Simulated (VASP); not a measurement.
Input of a VASP 6.6.1 run:

INCAR

```
ALGO = Normal
EDIFF = 1E-7
ENCUT = 520
GGA = PE
ISIF = 2
ISMEAR = 0
LASPH = T
LCHARG = T
LELF = T
LREAL = F
LVHAR = T
LWAVE = F
NBANDS = 11
NELM = 80
PREC = Accurate
SIGMA = 0.02
```

File KPOINTS:

```
k-points
0
Gamma
  10 10 10
```

Contents of POSCAR:

```
MgO
1.0
    0.0000000000      2.0381284322      2.0381284322
    2.0381284322      0.0000000000      2.0381284322
    2.0381284322      2.0381284322      0.0000000000
Mg O
1 1
Direct
    0.0000000000      0.0000000000      0.0000000000
    0.5000000000      0.5000000000      0.5000000000
```

Potentials or basis: VASP PAW PBE potentials, release 64 (Mg, O).

Run with:

```sh
$ cat potpaw_PBE.64/Mg/POTCAR potpaw_PBE.64/O/POTCAR > POTCAR
$ mpirun -np 1 vasp_std > vasp.out
```

Task: What does it give for the pressure?

Result: 24.2 GPa.

Task: Predict the band gap on the k mesh.

Result: 5.74 eV, direct.
